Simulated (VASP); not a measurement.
Here is a VASP 6.6.1 calculation.

INCAR

```
PREC = Accurate
ENCUT = 500
EDIFF = 1E-6
ISMEAR = 0
SIGMA = 0.1
LREAL = False
LASPH = True
NELM = 200
ALGO = Normal
ISIF = 2
LWAVE = False
LCHARG = False
ISPIN = 2
MAGMOM = 1.38
LORBIT = 11
LMAXMIX = 4
GGA = PE
NBANDS = 16
GGA_COMPAT = False
```

KPOINTS

```
regular mesh
0
Gamma
  8 8 8
```

File POSCAR:

```
Mn
1.0
    2.2829517406      0.0000000000      0.0000000000
    0.0000000000      2.2829517406      0.0000000000
    0.0000000000      0.0000000000      2.2829517406
Mn
1
Direct
    0.0000000000      0.0000000000      0.0000000000
```

Potentials or basis: VASP PAW PBE potentials, release 64 (Mn_pv).

The run is started by

```sh
$ cat potpaw_PBE.64/Mn_pv/POTCAR > POTCAR
$ mpirun -np 1 vasp_std > vasp.out
```

Problem. Estimate the pressure.

Solution. 0.1 GPa.

Problem. What does it give for the net moment?

Solution. 0.00 μB per cell.
